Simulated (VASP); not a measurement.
**Ti3C: relaxation of the atoms with PBE**

System: Ti3C, a slab with vacuum.

```
CELL_PARAMETERS angstrom
2.81920 0.00000 0.00000
-0.93973 2.65797 0.00000
0.00000 0.00000 19.82638
ATOMIC_POSITIONS crystal
Ti 0.50000 0.50000 0.20175
Ti 0.00000 0.00000 0.31117
Ti 0.50000 0.50000 0.41996
C 0.50000 0.00000 0.49058
```

| Quantity | Value |
| --- | --- |
| Program | VASP 6.6.1 |
| Task | relaxation of the atoms |
| Functional | PBE |
| Potentials or basis | VASP PAW PBE potentials, release 64 (Ti_sv, C) |
| Cutoff | 520 eV |
| k mesh | 10 × 10 × 1 |
| Occupations | gaussian, width 0.1 eV |
| Spin | no spin polarisation |
| Dipole correction | yes |
| Atoms held fixed (from 0) | [0, 1, 2] |
| Further INCAR settings | ALGO = Fast; EDIFF = 1e-06; IBRION = 2; EDIFFG = -0.025; NSW = 36 |
| Atoms held along some axes (from 0) | atom 3 along a and b |

```json
{
 "Energy gained by relaxing": "19.5 meV/atom",
 "Ionic steps": "4",
 "Band gap on the k mesh": "zero (bands 20 and 21 overlap by 0.38 eV)"
}
```

The path:
```
step  energy change (eV)  largest force on free atoms (eV/Å)  pressure (GPa)
   1              0.0000                              1.0501            0.90
   2             -0.0468                              0.7637            1.56
   3             -0.0780                              0.0676            2.63
   4             -0.0782                              0.0117            2.74
```

Final structure:
```
Ti C
1.0
     2.81920    0.00000    0.00000
    -0.93973    2.65797    0.00000
     0.00000    0.00000   19.82638
Ti C
3 1
Direct
  0.50000 0.50000 0.20175
  0.00000 0.00000 0.31117
  0.50000 0.50000 0.41996
  0.50000 0.00000 0.48408
```

Levels at points of the mesh, in eV from the Fermi level:
| k point | band 18 | band 19 | band 20 | band 21 | band 22 | band 23 |
| --- | --- | --- | --- | --- | --- | --- |
| (0.00, 0.00, 0.00) | -0.42 | -0.20 | 0.03 | 0.70 | 1.13 | 1.14 |
| (0.50, 0.00, 0.00) | -0.76 | -0.50 | -0.18 | 0.04 | 0.21 | 1.11 |
| (0.00, 0.50, 0.00) | -0.36 | -0.36 | -0.11 | 0.10 | 0.37 | 1.16 |
| (0.50, 0.50, 0.00) | -1.13 | -0.51 | -0.16 | 0.59 | 1.51 | 1.77 |

Run time: 44 min on 1 thread of Oxide Virtual Turin-like Processor, with other jobs on the host, peak memory 0.36 GiB.
